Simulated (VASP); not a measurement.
## V: single point with PBE

V:

```
V
1.0
     2.62394    0.00000    0.00000
    -1.31197    2.27240    0.00000
     0.00000    0.00000   13.94451
V
6
Direct
  0.00000 0.00000 0.00000
  0.33333 0.66667 0.16693
  0.66667 0.33333 0.33307
  0.00000 0.00000 0.50000
  0.66667 0.33333 0.66693
  0.33333 0.66667 0.83307
```

This isn't the form of V at room conditions, which is bcc.

```json
{
  "Program": "VASP 6.6.1",
  "Task": "single point",
  "Functional": "PBE",
  "Potentials or basis": "VASP PAW PBE potentials, release 64 (V_sv)",
  "Cutoff": "520 eV",
  "k mesh": "18 × 18 × 4",
  "Occupations": "gaussian, width 0.1 eV",
  "Spin": "no spin polarisation",
  "Dipole correction": "no",
  "Further INCAR settings": "ALGO = Fast; EDIFF = 1e-06; NBANDS = 48"
}
```

| Property | Result |
| --- | --- |
| Pressure | 0.2 GPa |
| Band gap on the k mesh | zero (bands 39 and 40 overlap by 1.07 eV) |

Forces in eV/Å, atoms in the order of the input:
```
V    0.000  0.000  0.000
V    0.000  0.000 -0.002
V    0.000  0.000  0.002
V    0.000  0.000  0.000
V    0.000  0.000 -0.002
V    0.000  0.000  0.002
```

Levels at points of the mesh, in eV from the Fermi level:
```csv
k point,band 36,band 37,band 38,band 39,band 40,band 41,band 42,band 43
"(0.00, 0.00, 0.00)",0.02,0.26,0.26,0.32,0.32,0.41,0.41,0.41
"(0.50, 0.00, 0.00)",-0.72,-0.01,0.09,0.52,0.92,1.02,1.05,1.06
"(0.00, 0.00, 0.50)",-0.34,0.28,0.28,0.28,0.28,0.44,0.44,0.44
"(0.50, 0.00, 0.50)",-0.70,0.15,0.15,0.51,0.51,0.65,0.65,1.61
```

It took 8 min on 1 thread of Intel(R) Xeon(R) Platinum 8375C CPU @ 2.90GHz (Ice Lake), on a shared host, peak memory 0.41 GiB.
